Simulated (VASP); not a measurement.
Runs of VASP 6.6.1 on TiC. The structure is that of space group Immm (No. 71), or close to it. The cells are those of the table. 

```csv
cell,gap on the mesh (eV),pressure (GPa)
"a = 3.065, b = 3.065, c = 2.831 Å, angles 62.5, 62.5, 64.9°, 2 atoms",none,2.7
"a = 3.062, b = 3.062, c = 3.204 Å, angles 58.5, 58.5, 56.9°, 2 atoms",none,(a)
"a = 3.063, b = 3.063, c = 3.233 Å, angles 58.1, 58.1, 56.3°, 2 atoms",none,2.0
"a = 3.064, b = 3.064, c = 3.261 Å, angles 57.8, 57.8, 55.6°, 2 atoms",none,2.4
```

Alike in all rows: task single point; level PBE; potentials or basis VASP PAW PBE potentials, release 64 (Ti_sv, C); no spin polarisation; k mesh 18 × 18 × 18; cutoff (eV) 520; smearing gaussian 0.15 eV.

Question: Estimate the missing entries.

Answer: (a) 1.7.

A gap of «none» marks levels without a gap at the run's occupations.
